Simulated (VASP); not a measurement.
# WS2 in VASP: notebook, part 2 of 2

VASP 6.6.1.

## 4. Single point, LDA (strain +0.040 along x and y, -0.040 along z)

The input, INCAR:

```
SYSTEM = WS2
PREC = Accurate
ENCUT = 520
EDIFF = 1E-6
ISMEAR = 0
SIGMA = 0.05
LREAL = .False.
LASPH = .True.
NELM = 100
ALGO = Normal
ISIF = 2
LWAVE = .False.
LCHARG = .False.
NBANDS = 20
```

The input, KPOINTS:

```
Automatic mesh
0
Gamma
  12 12 2
  0 0 0
```

The input, POSCAR:

```
WS2
1.0
    3.3108570094      0.0000000000      0.0000000000
   -1.6554285047      2.8672862784      0.0000000000
    0.0000000000      0.0000000000     16.2725547744
W S
1 2
Direct
    0.3333333333      0.6666666667      0.0000000000
    0.6666666667      0.3333333333      0.9079994900
    0.6666666667      0.3333333333      0.0920005100
```

Potentials or basis: VASP PAW LDA potentials, release 64 (W_sv, S).

The run is started by

```
cat potpaw_LDA.64/W_sv/POTCAR potpaw_LDA.64/S/POTCAR > POTCAR
mpirun -np 1 vasp_std > vasp.out
```

OUTCAR:

```text
SYSTEM = WS2
   PREC = Accurate
   ENCUT = 520
   EDIFF = 1E-6
   ISMEAR = 0
   LREAL = .False.
   LASPH = .True.
   NELM = 100
   ISIF = 2

 ion  position               nearest neighbor table
   1  0.333  0.667  0.000-   2 2.43   3 2.43   2 2.43   3 2.43   2 2.43   3 2.43
   2  0.667  0.333  0.908-   1 2.43   1 2.43   1 2.43
   3  0.667  0.333  0.092-   1 2.43   1 2.43   1 2.43

  LATTYP: Found a hexagonal cell.
 ALAT       =     3.3108570094
 C/A-ratio  =     4.9149071459

  Lattice vectors:

 A1 = (   3.3108570094,   0.0000000000,   0.0000000000)
 A2 = (  -1.6554285047,   2.8672862784,   0.0000000000)
 A3 = (   0.0000000000,   0.0000000000,  16.2725547744)

Analysis of symmetry for initial positions (statically):
=====================================================================
 Subroutine PRICEL returns:
 Original cell was already a primitive cell.

 Routine SETGRP: Setting up the symmetry group for a
 hexagonal supercell.

 Subroutine GETGRP returns: Found 12 space group operations
[... 159 lines left out ...]

 Free energy of the ion-electron system (eV)
  ---------------------------------------------------
  ext. energy  EPLUGINS =         0.00000000
  ---------------------------------------------------
  free energy    TOTEN  =       -25.84609300 eV

  energy without entropy =      -25.84609300  energy(sigma->0) =      -25.84609300

 E-fermi :  -0.7958     XC(G=0):  -4.6209

 val. band max:       -1.2175850755   @ k =   0.0000   0.0000   0.5000
 cond. band min:      -0.5211848820   @ k =   0.3333   0.3333   0.5000
 fundamental gap:      0.6964001936
 Fermi energy:        -0.7957541277

 k-point     1 :       0.0000    0.0000    0.0000
  band No.  band energies     occupation
      1     -75.3706      2.00000
      2     -39.7958      2.00000
      3     -39.7645      2.00000
      4     -39.7645      2.00000
      5     -16.1196      2.00000
      6     -14.3003      2.00000
[... 541 lines left out ...]
     19       5.6545      0.00000
     20       5.6809      0.00000

 [... further k-points ...]
[... 5 lines left out ...]
  --------------------------------------------------------------------------------------
  -------------------------------------------------------------------------------------
  Total       -5.2564706     -5.2564706      0.1039888     -0.0000000      0.0000000      0.0000000
  in kB      -54.5177090    -54.5177090      1.0785247     -0.0000000      0.0000000      0.0000000
  external PRESSURE =     -35.9856311 kB  Pullay stress =       0.0000000 kB

 VOLUME and BASIS-vectors are now :
 -----------------------------------------------------------------------------
  energy-cutoff  :      520.00
  volume of cell :      154.48
      direct lattice vectors                 reciprocal lattice vectors
     3.310857009  0.000000000  0.000000000     0.302036602  0.174380913  0.000000000
    -1.655428505  2.867286278  0.000000000     0.000000000  0.348761827  0.000000000
     0.000000000  0.000000000 16.272554774     0.000000000  0.000000000  0.061453165

 POSITION                                       TOTAL-FORCE (eV/Angst)
 -----------------------------------------------------------------------------------
     -0.00000      1.91152      0.00000        -0.000000      0.000000      0.000000
      1.65543      0.95576     14.77547         0.000000     -0.000000     -0.043716
      1.65543      0.95576      1.49708         0.000000     -0.000000      0.043716
 -----------------------------------------------------------------------------------
    total drift:                               -0.000000      0.000000      0.000000

  FREE ENERGIE OF THE ION-ELECTRON SYSTEM (eV)
  ---------------------------------------------------
  free  energy   TOTEN  =       -25.8460929957 eV

  energy  without entropy=      -25.8460929957  energy(sigma->0) =      -25.84609300
```

OSZICAR:

```text
N       E                     dE             d eps       ncg     rms          rms(c)
DAV:   1     0.167946215405E+03    0.16795E+03   -0.13792E+04  1832   0.108E+03
DAV:   2    -0.138734049370E+02   -0.18182E+03   -0.17681E+03  1960   0.249E+02
DAV:   3    -0.271239594748E+02   -0.13251E+02   -0.13132E+02  2016   0.651E+01
[... 13 lines left out ...]
DAV:  17    -0.258460703831E+02   -0.36357E-04   -0.19877E-06  1588   0.513E-03    0.232E-03
DAV:  18    -0.258460846728E+02   -0.14290E-04   -0.44495E-07  1596   0.229E-03    0.210E-03
DAV:  19    -0.258460914681E+02   -0.67953E-05   -0.27615E-07  1320   0.162E-03    0.977E-04
DAV:  20    -0.258460926659E+02   -0.11978E-05   -0.32488E-08  1188   0.684E-04    0.722E-04
DAV:  21    -0.258460929957E+02   -0.32981E-06   -0.93034E-09  1068   0.354E-04
   1 F= -.25846093E+02 E0= -.25846093E+02  d E =-.313576E-16
```

Run time: 5.4 min. Hardware: 1 thread of AMD EPYC 7R13, shared host; peak memory 0.27 GiB.

What came out:

```
Free energy            : -25.8461 eV
Largest force          : 0.044 eV/Å
Band gap on the k mesh : 0.70 eV, indirect (least direct gap 1.30 eV)
```

Forces in eV/Å, atoms in the order of the input:
```
W    0.000  0.000  0.000
S    0.000  0.000 -0.044
S    0.000  0.000  0.044
```

Caveat: the cell differs from its parent crystal (strain +0.040 along x and y, -0.040 along z); spin-orbit coupling is left out, which moves the levels of the heavy elements.

## 5. Single point, LDA (strain +0.080 along x and y, -0.040 along z)

The input, INCAR:

```
ALGO = Normal
EDIFF = 1E-7
ENCUT = 520
ISIF = 2
ISMEAR = 0
LASPH = T
LCHARG = T
LELF = T
LREAL = F
LVHAR = T
LWAVE = F
NBANDS = 20
NELM = 80
PREC = Accurate
SIGMA = 0.05
```

The input, KPOINTS:

```
k-points
0
Gamma
  12 12 2
```

The input, POSCAR:

```
WS2
1.0
    3.4381976636      0.0000000000      0.0000000000
   -1.7190988318      2.9775665199      0.0000000000
    0.0000000000      0.0000000000     16.2725547744
W S
1 2
Direct
    0.3333333333      0.6666666667      0.0000000000
    0.6666666667      0.3333333333      0.9079994900
    0.6666666667      0.3333333333      0.0920005100
```

Potentials or basis: VASP PAW LDA potentials, release 64 (W_sv, S).

The run is started by

```
cat potpaw_LDA.64/W_sv/POTCAR potpaw_LDA.64/S/POTCAR > POTCAR
mpirun -np 1 vasp_std > vasp.out
```

OUTCAR:

```text
EDIFF = 1E-7
   ENCUT = 520
   ISIF = 2
   ISMEAR = 0
   LASPH = T
   LREAL = F
   NELM = 80
   PREC = Accurate

 ion  position               nearest neighbor table
   1  0.333  0.667  0.000-   2 2.49   3 2.49   2 2.49   3 2.49   2 2.49   3 2.49
   2  0.667  0.333  0.908-   1 2.49   1 2.49   1 2.49
   3  0.667  0.333  0.092-   1 2.49   1 2.49   1 2.49

  LATTYP: Found a hexagonal cell.
 ALAT       =     3.4381976636
 C/A-ratio  =     4.7328735479

  Lattice vectors:

 A1 = (   3.4381976636,   0.0000000000,   0.0000000000)
 A2 = (  -1.7190988318,   2.9775665199,   0.0000000000)
 A3 = (   0.0000000000,   0.0000000000,  16.2725547744)

Analysis of symmetry for initial positions (statically):
=====================================================================
 Subroutine PRICEL returns:
 Original cell was already a primitive cell.

 Routine SETGRP: Setting up the symmetry group for a
 hexagonal supercell.

 Subroutine GETGRP returns: Found 12 space group operations
 (whereof 12 operations were pure point group operations)
 out of a pool of 24 trial point group operations.

The static configuration has the point symmetry D_3h.

Analysis of symmetry for dynamics (positions and initial velocities):
=====================================================================
 Subroutine PRICEL returns:
 Original cell was already a primitive cell.

 Routine SETGRP: Setting up the symmetry group for a
 hexagonal supercell.

 Subroutine GETGRP returns: Found 12 space group operations
 (whereof 12 operations were pure point group operations)
 out of a pool of 24 trial point group operations.

The dynamic configuration has the point symmetry D_3h.

 Subroutine INISYM returns: Found 12 space group operations
[... 107 lines left out ...]
   POTIM  = 0.5000    time-step for ionic-motion
   TEBEG  =    0.0;   TEEND  =   0.0 temperature during run
   PSTRESS=    0.0 pullay stress
   NELECT =      26.0000    total number of electrons
   NUPDOWN=      -1.0000    fix difference up-down
   EMIN   =  10.00;   EMAX   =-10.00  energy-range for DOS
   EFERMI =   0.00;   METHOD = LEGACY
   ISMEAR =     0;   SIGMA  =   0.05  broadening in eV -4-tet -1-fermi 0-gaus
   EFERMI_NEDOS =   21; number of points for ismear=-14 and -15
   IALGO  =     38    algorithm
   IMIX   =      4    mixing-type and parameters
     AMIX     =   0.40;   BMIX     =  1.00
     AMIX_MAG =   1.60;   BMIX_MAG =  1.00
  volume/ion in A,a.u.               =      55.53       374.73
  Fermi-wavevector in a.u.,A,eV,Ry     =   0.881421  1.665644 10.570400  0.776903
  Thomas-Fermi vector in A             =   2.001915
   LORBIT       =      0    0 simple, 1 ext, 2 COOP (PROOUT), +10 PAW based schemes
   GGA     = CA    functional components
   LHFCALC =     F    Hartree Fock is set to
   AEXX    =    0.0000 exact exchange contribution
   IVDW    =     0    specifies the selected vdW correction
   LEPSILON=     F    determine dielectric tensor
   LRPA    =     F    only Hartree local field effects (RPA)
 non-spin polarized calculation
 Gauss-broadening in eV      SIGMA  =   0.05
  energy-cutoff  :      520.00
  volume of cell :      166.59
 maximum number of plane-waves:      4520
 NGX is ok and might be reduce to    28
   NGX = 13   NGY = 13   NGZ = 61

 number of electron      26.0000002 magnetization

 Free energy of the ion-electron system (eV)
  ---------------------------------------------------
  ext. energy  EPLUGINS =         0.00000000
  ---------------------------------------------------
  free energy    TOTEN  =       -25.30785293 eV

  energy without entropy =      -25.30785264  energy(sigma->0) =      -25.30785278

 E-fermi :  -1.2917     XC(G=0):  -4.4729

 val. band max:       -1.4260892196   @ k =   0.0000   0.0000   0.5000
 cond. band min:      -1.1513432877   @ k =   0.3333   0.3333   0.0000
 fundamental gap:      0.2747459320
 Fermi energy:        -1.2916897222

 k-point     1 :       0.0000    0.0000    0.0000
  band No.  band energies     occupation
      1     -75.9005      2.00000
      2     -40.2818      2.00000
      3     -40.2818      2.00000
      4     -40.2432      2.00000
      5     -16.0316      2.00000
      6     -14.3434      2.00000
[... 541 lines left out ...]
     19       5.0502      0.00000
     20       5.3433      0.00000

 [... further k-points ...]
[... 5 lines left out ...]
  --------------------------------------------------------------------------------------
  -------------------------------------------------------------------------------------
  Total       -8.9317001     -8.9317001     -1.9293138      0.0000000     -0.0000000      0.0000000
  in kB      -85.9006916    -85.9006916    -18.5551893      0.0000000     -0.0000000      0.0000000
  external PRESSURE =     -63.4521908 kB  Pullay stress =       0.0000000 kB

 VOLUME and BASIS-vectors are now :
 -----------------------------------------------------------------------------
  energy-cutoff  :      520.00
  volume of cell :      166.59
      direct lattice vectors                 reciprocal lattice vectors
     3.438197664  0.000000000  0.000000000     0.290850061  0.167922361  0.000000000
    -1.719098832  2.977566520  0.000000000     0.000000000  0.335844722  0.000000000
     0.000000000  0.000000000 16.272554774     0.000000000  0.000000000  0.061453165

 POSITION                                       TOTAL-FORCE (eV/Angst)
 -----------------------------------------------------------------------------------
     -0.00000      1.98504      0.00000         0.000000     -0.000000      0.000000
      1.71910      0.99252     14.77547        -0.000000     -0.000000      0.636031
      1.71910      0.99252      1.49708        -0.000000      0.000000     -0.636031
 -----------------------------------------------------------------------------------
    total drift:                               -0.000000      0.000000      0.000000

  FREE ENERGIE OF THE ION-ELECTRON SYSTEM (eV)
  ---------------------------------------------------
  free  energy   TOTEN  =       -25.3078529270 eV

  energy  without entropy=      -25.3078526362  energy(sigma->0) =      -25.30785278
```

stdout:

```text
POSCAR found type information on POSCAR W S
 POSCAR found :  2 types and       3 ions
 scaLAPACK will be used
 LDA part: xc-table for (Slater(with rela. corr.)+CA(PZ))
 , standard interpolation
 POSCAR, INCAR and KPOINTS ok, starting setup
 FFT: planning ... GRIDC
 FFT: planning ... GRID_SOFT
 FFT: planning ... GRID
 WAVECAR not read
 entering main loop
```

Wall time 4.2 min (1 thread of AMD EPYC 7R13, shared host); peak memory 0.28 GiB.

What came out:

```yaml
Free_energy: -25.3079 eV
Largest_force: 0.636 eV/Å
Band_gap_on_the_k_mesh: 0.27 eV, indirect (least direct gap 1.08 eV)
```

Forces in eV/Å, atoms in the order of the input:
```
W    0.000  0.000  0.000
S    0.000  0.000  0.636
S    0.000  0.000 -0.636
```

Caveat: the cell differs from its parent crystal (strain +0.080 along x and y, -0.040 along z); spin-orbit coupling is left out, which moves the levels of the heavy elements.

## 6. Overview

| cell | gap on the mesh (eV) | largest force (eV/Å) |
| --- | --- | --- |
| a = 3.184, b = 3.184, c = 15.595 Å, angles 90.0, 90.0, 120.0°, 3 atoms | 0.75 | 2.53 |
| a = 3.311, b = 3.311, c = 15.595 Å, angles 90.0, 90.0, 120.0°, 3 atoms | 0.22 | 1.40 |
| a = 3.311, b = 3.311, c = 16.273 Å, angles 90.0, 90.0, 120.0°, 3 atoms | 0.70 | 0.04 |
| a = 3.438, b = 3.438, c = 16.273 Å, angles 90.0, 90.0, 120.0°, 3 atoms | 0.27 | 0.64 |

Alike in all rows: task single point; level LDA; potentials or basis VASP PAW LDA potentials, release 64 (W_sv, S); no spin polarisation; k mesh 12 × 12 × 2; cutoff (eV) 520; smearing gaussian 0.05 eV.

Caveats: spin-orbit coupling is left out, which moves the levels of the heavy elements.

Total energies depend on the potentials used, so only differences within one code and one set of settings carry meaning.
